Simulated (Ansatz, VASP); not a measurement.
## Mg in VASP and in Ansatz

The input INCAR:

```
  PREC = Accurate
  ENCUT = 520
  EDIFF = 1E-6
  ISMEAR = -1
  SIGMA = 0.05
  LREAL = F
  LASPH = T
  NELM = 100
  ALGO = Normal
  ISIF = 2
  LWAVE = F
  LCHARG = F
  GGA = CA
  NBANDS = 9
```

KPOINTS

```
Automatic mesh
0
Gamma
  15 15 9
```

The input POSCAR:

```
Mg
1.0
    2.4919662645      0.0000000000      0.0000000000
   -1.2459831323      2.1581060904      0.0000000000
    0.0000000000      0.0000000000      4.0171986087
Mg
2
Direct
    0.3333333333      0.6666666667      0.2500000000
    0.6666666667      0.3333333333      0.7500000000
```

Input for Ansatz:

```yaml
crystal:
  lattice:
    - [2.4919662645, 0.0, 0.0]
    - [-1.2459831323, 2.1581060904, 0.0]
    - [0.0, 0.0, 4.0171986087]
  atoms:
    - { symbol: Mg, position: [0.3333333333, 0.6666666667, 0.25] }
    - { symbol: Mg, position: [0.6666666667, 0.3333333333, 0.75] }
kpoints:
  mp_grid: { grid: [15, 15, 9] }
scf:
  occupations: { method: fermi_dirac, width: 0.05 }
hamiltonian:
  xc: lda
  pseudopotentials: { kind: all_electron, lapw: { basis_error: 0.001 } }
output:
  forces: true
  stress: true
  eigenvalues: true
  populations: true
```

Change from the starting cell: volume scaled by 0.5, LAPW.

Alike in both runs: task single point; functional LDA; k mesh 15 × 15 × 9; occupations fermi-dirac, width 0.05 eV; no spin polarisation.

|  | VASP | Ansatz |
| --- | --- | --- |
| version | VASP 6.6.1 | Ansatz 0.2.0 |
| potentials or method | VASP PAW LDA potentials, release 64 (Mg), cutoff 520 eV | all-electron LAPW, scalar-relativistic |

```tsv
	VASP	Ansatz	Ansatz less VASP
pressure (GPa)	108.4	106.5	-1.89
traceless stress, the component that is largest in VASP (GPa)	0.07	0.01	-0.060
```

LDA's correlation is that of Perdew and Zunger in VASP and of Perdew and Wang (1992) in Ansatz. Both programs put the cell under a high pressure, so it lies far from rest at this level. Ansatz ran all-electron here, and VASP with PAW potentials.

Noted on VASP's run: the cell as given lies far from equilibrium.
